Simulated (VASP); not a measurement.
Set up this calculation in VASP 6.6.1, as the native input.

| Item | Value |
| --- | --- |
| Task | electric field gradients |
| Functional | PBEsol |
| Potentials or basis | VASP PAW PBE potentials, release 64 (Sb) |
| Cutoff | 520 eV |
| k mesh | 19 × 19 × 19 |
| Occupations | fermi-dirac, width 0.05 eV |
| Spin | no spin polarisation |
| Dipole correction | no |
| Further INCAR settings | ALGO = Normal; EDIFF = 1e-08; NBANDS = 8 |

The structure of Sb lies in POSCAR:

```
Sb
1.0
   -1.5248049028      1.5248049028      2.5126353215
    1.5248049028     -1.5248049028      2.5126353215
    1.5248049028      1.5248049028     -2.5126353215
Sb
1
Direct
    0.0000000000      0.0000000000      0.0000000000
```

This cell differs from its parent crystal: volume scaled by 1.04.

These files were run (other wordings do the same):

INCAR

```
PREC = Accurate ; ENCUT = 520
EDIFF = 1E-8 ; ISMEAR = -1
SIGMA = 0.05 ; LREAL = False
LASPH = True ; NELM = 80
ALGO = Normal ; ISIF = 2
LWAVE = False ; LCHARG = False
GGA = PS ; LEFG = True
NBANDS = 8
```

KPOINTS

```
Automatic mesh
0
Gamma
  19 19 19
```

Potentials or basis: VASP PAW PBE potentials, release 64 (Sb).

Launch:

```console
$ cat potpaw_PBE.64/Sb/POTCAR > POTCAR
$ mpirun -np 1 vasp_std > vasp.out
```

Results of the run:

| Quantity | Value |
| --- | --- |
| Pressure | 10.5 GPa |

Caveat: without QUAD_EFG the Cq values of the log hold for a quadrupole moment of 1 mb, not for the nuclei; the PAW data sets were made with another functional, which shifts forces and pressure a little.

Run time: 48 s on 1 thread of Intel(R) Xeon(R) 6975P-C (Granite Rapids), with other jobs on the host, peak memory 0.24 GiB.
